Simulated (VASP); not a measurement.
Here is a VASP 6.6.1 calculation.

The input INCAR:

```
PREC = Accurate
ENCUT = 520
EDIFF = 1E-6
ISMEAR = -5
SIGMA = 0.1
LREAL = F
LASPH = T
NELM = 150
ALGO = Normal
ISIF = 2
LWAVE = F
LCHARG = F
ISPIN = 2
MAGMOM = 0 0 0 0 3
LORBIT = 11
LMAXMIX = 4
LDAU = T
LDAUTYPE = 2
LDAUL = -1 -1 2
LDAUU = 0 0 3.32
LDAUJ = 0 0 0
LDAUPRINT = 1
GGA = CA
NBANDS = 32
```

KPOINTS

```
regular mesh
0
Gamma
  5 5 5
```

POSCAR

```
KCoF3
1.0
    4.0710000000      0.0000000000      0.0000000000
    0.0000000000      4.0710000000      0.0000000000
    0.0000000000      0.0000000000      4.0710000000
K F Co
1 3 1
Direct
    0.0000000000      0.0000000000      0.0000000000
    0.0000000000      0.5000000000      0.5000000000
    0.5000000000      0.0000000000      0.5000000000
    0.5000000000      0.5000000000      0.0000000000
    0.5000000000      0.5000000000      0.5000000000
```

Potentials or basis: VASP PAW LDA potentials, release 64 (K_sv, F, Co).

Command:

```sh
$ cat potpaw_LDA.64/K_sv/POTCAR potpaw_LDA.64/F/POTCAR potpaw_LDA.64/Co/POTCAR > POTCAR
$ mpirun -np 1 vasp_std > vasp.out
```

Question: Estimate the site moments.

Answer: K -0.00; F +0.08; Co +2.76 μB.

Question: What does it give for the band gap on the k mesh?

Answer: Zero (filled and empty bands overlap).

Question: Predict the pressure.

Answer: -7.8 GPa.

Eigenvalues of the final occupation matrices:
```csv
site,spin,trace,eigenvalues
site 5 d,1,4.95,0.97 0.97 0.97 1.02 1.02
site 5 d,2,2.22,0.11 0.11 0.66 0.66 0.66
```

Caveat: a cell with one magnetic atom can't hold antiferromagnetic order, which such compounds often take; tetrahedron occupations give inexact forces and stress in metals. The state reached can hang on the start; a lower one may exist.
